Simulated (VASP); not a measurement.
# C (Fd-3m) in VASP: a series of runs

C is run at these levels: r2SCAN+rVV10, r2SCAN; tasks: single point.

Everything below comes from runs of VASP 6.6.1. Logs are shortened: lines on timing, memory, paths and dates and some standing lists are left out, and cuts for length are marked.

### 1 The cell of the first run

The structure is cubic, space group Fd-3m (No. 227). The conventional cell has a = 3.519 Å, b = 3.519 Å, c = 3.519 Å, α = 90.00°, β = 90.00°, γ = 90.00°. C (site symmetry -43m) has 4 C at 1.52 Å within 2.0 Å.

### 2 Single point, r2SCAN+rVV10, collinear spin, ferromagnetic start (volume scaled by 0.96)

Input file POSCAR:

```
C
1.0
    2.4879798888      0.0000000000      0.0000000000
    1.2439899444      2.1546537878      0.0000000000
    1.2439899444      0.7182179293      2.0314270726
C
2
Direct
    0.7500000000      0.7500000000      0.7500000000
    0.5000000000      0.5000000000      0.5000000000
```

Input file INCAR.step1:

```
ALGO = Normal
EDIFF = 1E-4
ENCUT = 520
GGA = PE
ISMEAR = 0
ISPIN = 2
LASPH = T
LCHARG = F
LREAL = F
LWAVE = T
MAGMOM = -0.19 -0.52
NBANDS = 15
NELM = 150
PREC = Accurate
SIGMA = 0.01
```

Input file INCAR.step2:

```
ALGO = Normal
BPARAM = 11.95
CPARAM = 0.0093
EDIFF = 1E-7
ENCUT = 520
ISIF = 2
ISMEAR = 0
ISPIN = 2
ISTART = 1
IVDW_NL = 2
LASPH = T
LCHARG = F
LMIXTAU = T
LORBIT = 11
LREAL = F
LUSE_VDW = T
LWAVE = F
MAGMOM = -0.19 -0.52
METAGGA = R2SCAN
NBANDS = 15
NELM = 150
PREC = Accurate
SIGMA = 0.01
```

Input file KPOINTS:

```
k-points
0
Gamma
  13 13 13
```

Potentials or basis: VASP PAW PBE potentials, release 64 (C).

Started as:

```sh
$ cat potpaw_PBE.64/C/POTCAR > POTCAR
$ cp INCAR.step1 INCAR
$ mpirun -np 1 vasp_std > vasp.out
$ cp INCAR.step2 INCAR
$ mpirun -np 1 vasp_std > vasp.out
```

OUTCAR:

```text
BPARAM = 11.95
   EDIFF = 1E-7
   ENCUT = 520
   ISIF = 2
   ISMEAR = 0
   ISPIN = 2
   ISTART = 1
   IVDW_NL = 2
   LASPH = T
   LORBIT = 11
   LREAL = F
   METAGGA = R2SCAN
   NELM = 150
   PREC = Accurate

 ion  position               nearest neighbor table
   1  0.750  0.750  0.750-   2 1.52   2 1.52   2 1.52   2 1.52
   2  0.500  0.500  0.500-   1 1.52   1 1.52   1 1.52   1 1.52

  LATTYP: Found a face centered cubic cell.
 ALAT       =     3.5185349016

  Lattice vectors:

 A1 = (   2.4879798888,   0.0000000000,   0.0000000000)
 A2 = (   1.2439899444,   2.1546537878,   0.0000000000)
 A3 = (   1.2439899444,   0.7182179293,   2.0314270726)

Analysis of symmetry for initial positions (statically):
=====================================================================
 Subroutine PRICEL returns:
 Original cell was already a primitive cell.

 Routine SETGRP: Setting up the symmetry group for a
 face centered cubic supercell.

 Subroutine GETGRP returns: Found 48 space group operations
 (whereof 24 operations were pure point group operations)
 out of a pool of 48 trial point group operations.

The static configuration has the point symmetry T_d .
 The point group associated with its full space group is O_h .

Analysis of symmetry for dynamics (positions and initial velocities):
=====================================================================
 Subroutine PRICEL returns:
 Original cell was already a primitive cell.

 Routine SETGRP: Setting up the symmetry group for a
 face centered cubic supercell.

 Subroutine GETGRP returns: Found 48 space group operations
 (whereof 24 operations were pure point group operations)
 out of a pool of 48 trial point group operations.

The dynamic configuration has the point symmetry T_d .
 The point group associated with its full space group is O_h .

Analysis of structural, dynamic, and magnetic symmetry:
=====================================================================
 Subroutine PRICEL returns:
 Original cell was already a primitive cell.

 Routine SETGRP: Setting up the symmetry group for a
 face centered cubic supercell.

 Subroutine GETGRP returns: Found 24 space group operations
 (whereof 24 operations were pure point group operations)
 out of a pool of 48 trial point group operations.

The overall configuration has the point symmetry T_d .

 Subroutine INISYM returns: Found 24 space group operations
 (whereof 24 operations are pure point group operations),
 and found     1 'primitive' translations

----------------------------------------------------------------------------------------

                                     Primitive cell

  volume of cell :      10.8899

  direct lattice vectors                    reciprocal lattice vectors
     2.487979889  0.000000000  0.000000000     0.401932509 -0.232055842 -0.164088260
     1.243989944  2.154653788  0.000000000     0.000000000  0.464111685 -0.164088260
     1.243989944  0.718217929  2.031427073     0.000000000  0.000000000  0.492264780

  length of vectors
     2.487979889  2.487979889  2.487979889     0.492264780  0.492264780  0.492264780

  position of ions in fractional coordinates (direct lattice)
     0.750000000  0.750000000  0.750000000
     0.500000000  0.500000000  0.500000000

  ion indices of the primitive-cell ions
   primitive index   ion index
                 1           1
                 2           2

----------------------------------------------------------------------------------------

 KPOINTS: k-points

Automatic generation of k-mesh.
 Grid dimensions read from file:
 generate k-points for:   13   13   13

 Generating k-lattice:

  Cartesian coordinates                     Fractional coordinates (reciprocal lattice)
     0.030917885 -0.017850449 -0.012622174     0.076923077 -0.000000000  0.000000000
     0.000000000  0.035700899 -0.012622174     0.000000000  0.076923077  0.000000000
     0.000000000  0.000000000  0.037866522     0.000000000  0.000000000  0.076923077

  Length of vectors
     0.037866522  0.037866522  0.037866522

  Shift w.r.t. Gamma in fractional coordinates (k-lattice)
     0.000000000  0.000000000  0.000000000

 Subroutine IBZKPT returns following result:
 ===========================================

 Found     84 irreducible k-points:

 Following reciprocal coordinates:
            Coordinates               Weight
  0.000000  0.000000  0.000000      1.000000
  0.076923  0.000000  0.000000      8.000000
  0.153846  0.000000 -0.000000      8.000000
  0.230769  0.000000  0.000000      8.000000
  0.307692  0.000000 -0.000000      8.000000
  0.384615  0.000000  0.000000      8.000000
[... 16 lines left out ...]
  0.384615  0.153846  0.000000     24.000000
  0.461538  0.153846  0.000000     24.000000
 [... further k-points ...]
   k-points           NKPTS =     84   k-points in BZ     NKDIM =     84   number of bands    NBANDS=     15
   number of dos      NEDOS =    301   number of ions     NIONS =      2
   total plane-waves  NPLWV =   8000
   dimension x,y,z NGX =    20 NGY =   20 NGZ =   20
   dimension x,y,z NGXF=    40 NGYF=   40 NGZF=   40
   ions per type =               2
   NGX,Y,Z   is equivalent  to a cutoff of  13.36, 13.36, 13.36 a.u.
   NGXF,Y,Z  is equivalent  to a cutoff of  26.73, 26.73, 26.73 a.u.
 SYSTEM =  unknown system
   PREC   = accura    normal or accurate (medium, high low for compatibility)
   ISTART =      1    job   : 0-new  1-cont  2-samecut
   ICHARG =      0    charge: 1-file 2-atom 10-const
   ISPIN  =      2    spin polarized calculation?
   LNONCOLLINEAR =      F non collinear calculations
   LSORBIT =      F    spin-orbit coupling
   LASPH  =      T    aspherical Exc in radial PAW
   ENCUT  =  520.0 eV  38.22 Ry    6.18 a.u.   4.63  4.63  4.63*2*pi/ulx,y,z
   NELM   =    150;   NELMIN=  2; NELMDL=  0     # of ELM steps
   EDIFF  = 0.1E-06   stopping-criterion for ELM
   LREAL  =      F    real-space projection
   EDIFFG = 0.1E-05   stopping-criterion for IOM
   NSW    =      0    number of steps for IOM
   IBRION =     -1    ionic relax: 0-MD 1-quasi-New 2-CG
   NFREE  =      0    steps in history (QN), initial steepest desc. (CG)
   ISIF   =      2    stress and relaxation
   ISYM   =      2    0-nonsym 1-usesym 2-fastsym
   POTIM  = 0.5000    time-step for ionic-motion
   TEBEG  =    0.0;   TEEND  =   0.0 temperature during run
   PSTRESS=    0.0 pullay stress
   NELECT =       8.0000    total number of electrons
   NUPDOWN=      -1.0000    fix difference up-down
   EMIN   =  10.00;   EMAX   =-10.00  energy-range for DOS
   EFERMI =   0.00;   METHOD = LEGACY
   ISMEAR =     0;   SIGMA  =   0.01  broadening in eV -4-tet -1-fermi 0-gaus
   EFERMI_NEDOS =   21; number of points for ismear=-14 and -15
   IALGO  =     38    algorithm
   IMIX   =      4    mixing-type and parameters
     AMIX     =   0.40;   BMIX     =  1.00
     AMIX_MAG =   1.60;   BMIX_MAG =  1.00
  volume/ion in A,a.u.               =       5.44        36.74
  Fermi-wavevector in a.u.,A,eV,Ry     =   1.477167  2.791441 29.688220  2.182023
  Thomas-Fermi vector in A             =   2.591604
   LORBIT       =     11    0 simple, 1 ext, 2 COOP (PROOUT), +10 PAW based schemes
   METAGGA = R2SCAN    functional components
   LHFCALC =     F    Hartree Fock is set to
   AEXX    =    0.0000 exact exchange contribution
   IVDW_NL    =     2    kernel type
   BPARAM     =11.9500
   IVDW    =     0    specifies the selected vdW correction
   LEPSILON=     F    determine dielectric tensor
   LRPA    =     F    only Hartree local field effects (RPA)
 spin polarized calculation
 Gauss-broadening in eV      SIGMA  =   0.01
  energy-cutoff  :      520.00
  volume of cell :       10.89
 maximum number of plane-waves:       304
   NGX =  9   NGY =  9   NGZ =  9

 number of electron       7.9999999 magnetization       0.0000000

 number of electron       7.9999999 magnetization      -0.0000000

 Free energy of the ion-electron system (eV)
  ---------------------------------------------------
  ext. energy  EPLUGINS =         0.00000000
  ---------------------------------------------------
  free energy    TOTEN  =       -19.55924429 eV

  energy without entropy =      -19.55924429  energy(sigma->0) =      -19.55924429

 E-fermi :  10.4189     XC(G=0): -14.5144

 val. band max:       10.3215606942   @ k =   0.0000   0.0000   0.0000
 cond. band min:      14.7210198683   @ k =   0.3846   0.3846   0.0000
 fundamental gap:      4.3994591741
 Fermi energy:        10.4189005627

 spin component 1

 k-point     1 :       0.0000    0.0000    0.0000
  band No.  band energies     occupation
      1     -12.9635      1.00000
      2      10.3216      1.00000
      3      10.3216      1.00000
      4      10.3216      1.00000
      5      16.2633      0.00000
      6      16.2633      0.00000
      7      16.2633      0.00000
      8      25.1232      0.00000
      9      31.2064      0.00000
     10      38.1553      0.00000
     11      38.1553      0.00000
     12      39.6084      0.00000
     13      39.6084      0.00000
     14      39.6084      0.00000
     15      47.1897      0.00000
[... 397 lines left out ...]
 k-point    24 :       0.4615    0.1538    0.0000
  band No.  band energies     occupation
      1      -7.5742      1.00000
      2      -1.9222      1.00000
      3       5.4567      1.00000
      4       6.0149      1.00000
      5      17.8892      0.00000
      6      21.7488      0.00000
      7      22.2340      0.00000
      8      25.4230      0.00000
      9      32.6205      0.00000
     10      35.6883      0.00000
     11      39.2661      0.00000
     12      39.6602      0.00000
     13      47.1525      0.00000
     14      53.5608      0.00000
     15      56.5589      0.00000

 [... further k-points ...]

 spin component 2

 k-point     1 :       0.0000    0.0000    0.0000
  band No.  band energies     occupation
      1     -12.9635      1.00000
      2      10.3216      1.00000
      3      10.3216      1.00000
      4      10.3216      1.00000
      5      16.2633      0.00000
      6      16.2633      0.00000
      7      16.2633      0.00000
      8      25.1232      0.00000
      9      31.2064      0.00000
     10      38.1553      0.00000
     11      38.1553      0.00000
     12      39.6084      0.00000
     13      39.6084      0.00000
     14      39.6084      0.00000
     15      47.1897      0.00000
[... 397 lines left out ...]
 k-point    24 :       0.4615    0.1538    0.0000
  band No.  band energies     occupation
      1      -7.5742      1.00000
      2      -1.9222      1.00000
      3       5.4567      1.00000
      4       6.0149      1.00000
      5      17.8892      0.00000
      6      21.7488      0.00000
      7      22.2340      0.00000
      8      25.4230      0.00000
      9      32.6205      0.00000
     10      35.6883      0.00000
     11      39.2661      0.00000
     12      39.6602      0.00000
     13      47.1525      0.00000
     14      53.5608      0.00000
     15      56.5589      0.00000

 [... further k-points ...]
[... 5 lines left out ...]
  --------------------------------------------------------------------------------------
  -------------------------------------------------------------------------------------
  Total        1.1815505      1.1815505      1.1815505      0.0000000      0.0000000      0.0000000
  in kB      173.8350216    173.8350216    173.8350216      0.0000000      0.0000000      0.0000000
  external PRESSURE =     173.8350216 kB  Pullay stress =       0.0000000 kB

 VOLUME and BASIS-vectors are now :
 -----------------------------------------------------------------------------
  energy-cutoff  :      520.00
  volume of cell :       10.89
      direct lattice vectors                 reciprocal lattice vectors
     2.487979889  0.000000000  0.000000000     0.401932509 -0.232055842 -0.164088260
     1.243989944  2.154653788  0.000000000     0.000000000  0.464111685 -0.164088260
     1.243989944  0.718217929  2.031427073     0.000000000  0.000000000  0.492264780

 POSITION                                       TOTAL-FORCE (eV/Angst)
 -----------------------------------------------------------------------------------
      3.73197      2.15465      1.52357         0.000000     -0.000000     -0.000000
      2.48798      1.43644      1.01571        -0.000000      0.000000      0.000000
 -----------------------------------------------------------------------------------
    total drift:                                0.000000      0.000000      0.000000

  FREE ENERGIE OF THE ION-ELECTRON SYSTEM (eV)
  ---------------------------------------------------
  free  energy   TOTEN  =       -19.5592442864 eV

  energy  without entropy=      -19.5592442864  energy(sigma->0) =      -19.55924429

 total charge

# of ion       s       p       d       tot
------------------------------------------
    1        0.852   1.781   0.000   2.634
    2        0.852   1.781   0.000   2.634
--------------------------------------------------
tot          1.705   3.562   0.000   5.267

 magnetization (x)

# of ion       s       p       d       tot
------------------------------------------
    1       -0.000  -0.000   0.000  -0.000
    2        0.000   0.000   0.000   0.000
--------------------------------------------------
tot         -0.000  -0.000   0.000  -0.000
```

It took 4 min on 1 thread of AMD EPYC, shared host; peak memory 0.15 GiB.

Results:

```
Free energy                                           : -19.5592 eV
Pressure                                              : 17.4 GPa
Band gap on the k mesh                                : 4.40 eV, indirect (least direct gap 5.94 eV)
Net moment                                            : 0.00 μB per cell
Valence electrons inside the program's atomic spheres : C 2.63
```

Levels at points of the mesh, in eV from the valence-band top:
Spin up:
| k point | band 1 | band 2 | band 3 | band 4 | band 5 | band 6 | band 7 | band 8 | band 9 |
| --- | --- | --- | --- | --- | --- | --- | --- | --- | --- |
| (0.00, 0.00, 0.00) | -23.29 | 0.00 | 0.00 | 0.00 | 5.94 | 5.94 | 5.94 | 14.80 | 20.88 |
Spin down:
```csv
k point,band 1,band 2,band 3,band 4,band 5,band 6,band 7,band 8
"(0.00, 0.00, 0.00)",-23.29,0.00,0.00,0.00,5.94,5.94,5.94,14.80
```

Caveat: the cell differs from its parent crystal (volume scaled by 0.96); the PAW data sets were made with another functional, which shifts forces and pressure a little. A k mesh can miss the band edges.

### 3 Single point, r2SCAN

This run uses another cell than the first one, of 5.64 Å³/atom, 1.036 times its volume.

Input file POSCAR:

```
C
1.0
    0.0000000000      1.7801409451      1.7801409451
    1.7801409451      0.0000000000      1.7801409451
    1.7801409451      1.7801409451      0.0000000000
C
2
Direct
    0.7500000000      0.7500000000      0.7500000000
    0.5000000000      0.5000000000      0.5000000000
```

Input file INCAR.step1:

```
ALGO     = Normal         # electronic algorithm
EDIFF    = 1E-4           # SCF threshold, eV
ENCUT    = 520            # plane-wave cutoff, eV
GGA      = PE             # functional
ISMEAR   = -1             # smearing method
LASPH    = T              # aspherical terms in the spheres
LCHARG   = F              # write CHGCAR
LREAL    = F              # projectors in reciprocal space
LWAVE    = T              # write WAVECAR
NBANDS   = 11             # bands
NELM     = 100            # most SCF steps
PREC     = Accurate       # precision mode
SIGMA    = 0.05           # smearing width, eV
```

Input file INCAR.step2:

```
ALGO     = Normal         # electronic algorithm
EDIFF    = 1E-6           # SCF threshold, eV
ENCUT    = 520            # plane-wave cutoff, eV
ISIF     = 2              # what is computed and relaxed
ISMEAR   = -1             # smearing method
ISTART   = 1            
LASPH    = T              # aspherical terms in the spheres
LCHARG   = F              # write CHGCAR
LMIXTAU  = T            
LREAL    = F              # projectors in reciprocal space
LWAVE    = F              # write WAVECAR
METAGGA  = R2SCAN         # meta-GGA
NBANDS   = 11             # bands
NELM     = 100            # most SCF steps
PREC     = Accurate       # precision mode
SIGMA    = 0.05           # smearing width, eV
```

KPOINTS is that of step 2.

Potentials or basis: VASP PAW PBE potentials, release 64 (C).

Started as:

```sh
$ cat potpaw_PBE.64/C/POTCAR > POTCAR
$ cp INCAR.step1 INCAR
$ mpirun -np 1 vasp_std > vasp.out
$ cp INCAR.step2 INCAR
$ mpirun -np 1 vasp_std > vasp.out
```

It took 22 s on 1 thread of Intel Xeon 6975P-C (Granite Rapids), shared host; peak memory 0.12 GiB.

Results (log left out):

- Free energy: -19.6572 eV
- Pressure: 1.1 GPa
- Band gap on the k mesh: 4.35 eV, indirect (least direct gap 5.85 eV)

Levels at points of the mesh, in eV from the valence-band top:
```csv
k point,band 2,band 3,band 4,band 5,band 6,band 7
"(0.00, 0.00, 0.00)",0.00,0.00,0.00,5.85,5.85,5.85
```

Caveat: the PAW data sets were made with another functional, which shifts forces and pressure a little.
